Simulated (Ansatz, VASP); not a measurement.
**Pt: VASP beside Ansatz**

INCAR

```
SYSTEM = Pt
ALGO     = Normal         ! electronic algorithm
EDIFF    = 1E-6           ! SCF threshold, eV
ENCUT    = 520            ! plane-wave cutoff, eV
GGA      = CA             ! functional
ISIF     = 2              ! what is computed and relaxed
ISMEAR   = -1             ! smearing method
LASPH    = .True.         ! aspherical terms in the spheres
LCHARG   = .False.        ! write CHGCAR
LREAL    = .False.        ! projectors in reciprocal space
LWAVE    = .False.        ! write WAVECAR
NBANDS   = 17             ! bands
NELM     = 60             ! most SCF steps
PREC     = Accurate       ! precision mode
SIGMA    = 0.1            ! smearing width, eV
```

File KPOINTS:

```
k-points
0
Gamma
  11 11 11
  0 0 0
```

Contents of POSCAR:

```
Pt
1.0
    0.0000000000      2.7472012883      2.7472012883
    2.7472012883      0.0000000000      2.7472012883
    2.7472012883      2.7472012883      0.0000000000
Pt
2
Direct
    0.1250000000      0.1250000000      0.1250000000
    0.8750000000      0.8750000000      0.8750000000
```

Input for Ansatz:

```yaml
crystal:
  lattice:
    - [0.0, 2.7472012883, 2.7472012883]
    - [2.7472012883, 0.0, 2.7472012883]
    - [2.7472012883, 2.7472012883, 0.0]
  atoms:
    - { symbol: Pt, position: [0.125, 0.125, 0.125] }
    - { symbol: Pt, position: [0.875, 0.875, 0.875] }
hamiltonian:
  xc: lda
  pseudopotentials:
    kind: paw
    azcp:
      Pt: "pseudopotentials/Pt.paw.azcp"
basis:
  ecutwfc: 420
  fft_grid_basis: typed
kpoints:
  mp_grid: { grid: [11, 11, 11], shift: [0, 0, 0] }
magnetization:
  spin_polarized: false
scf:
  occupations: { method: fermi_dirac, width: 0.1 }
  lower_state_search: "off"
output:
  stress: true
  write_density: true
  write_potential: true
  elf: true
  volumetric_format: npy
```

Alike in both runs: task single point; functional LDA; k mesh 11 × 11 × 11; occupations fermi-dirac, width 0.1 eV; no spin polarisation.

|  | VASP | Ansatz |
| --- | --- | --- |
| version | VASP 6.6.1 | Ansatz 0.2.0 |
| potentials or method | VASP PAW LDA potentials, release 64 (Pt), cutoff 520 eV | plane waves (420 eV) with PAW, scalar-relativistic |
| valence electrons in the cell | 20 | 36 |

```csv
,VASP,Ansatz,Ansatz less VASP
pressure (GPa),14.9,15.1,+0.21
```

Ansatz warns that its potentials were made for another functional, while VASP's fit it. LDA's correlation is that of Perdew and Zunger in VASP and of Perdew and Wang (1992) in Ansatz. VASP's potentials hold 20 valence electrons a cell and Ansatz's 36, so a difference there can come from the potentials and not from the codes.

Spin-orbit coupling is off throughout.
